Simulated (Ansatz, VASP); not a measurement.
# One calculation of NaLiS2, two programs

```xyz
4
Lattice="1.7400 3.0137 0.0000 -1.7400 3.0137 0.0000 -1.7400 1.0046 6.8816" Properties=species:S:1:pos:R:3 pbc="T T T"
Li    0.0000    0.0000    0.0000
Na    0.0000    2.0091    3.4408
S    -1.7400    3.0137    5.6567
S     0.0000    4.0183    1.2249
```

Alike in both runs: task single point; functional PBE; k mesh 6 × 6 × 6; occupations fermi-dirac, width 0.0747 eV; no spin polarisation.

```csv
,VASP,Ansatz
version,VASP 6.6.1,Ansatz 0.2.0
potentials or method,"VASP PAW PBE potentials, release 64 (Li_sv, Na_pv, S), cutoff 520 eV",PAW plane waves
valence electrons in the cell,22,24
```

|  | VASP | Ansatz | Ansatz less VASP |
| --- | --- | --- | --- |
| gap on the k mesh at the Fermi level (eV) | none | none | - |
| rms of the force components (eV/Å) | 0.424 | 0.423 | -0.0005 |

Atom by atom the forces differ by 0.000 eV/Å (rms over components). A gap of «none» marks a metal or a gap that the smearing closes. With one functional, cell and mesh, what is left measures potentials, basis and numerics. VASP's potentials hold 22 valence electrons a cell and Ansatz's 24, so a difference there can come from the potentials and not from the codes. Ansatz's warnings: structure snapped to symmetry.

The k mesh is coarse, so the values compare programs but aren't converged. Noted on VASP's run: the cutoff is under 1.25 times that of the potentials, so the pressure is a little rough.
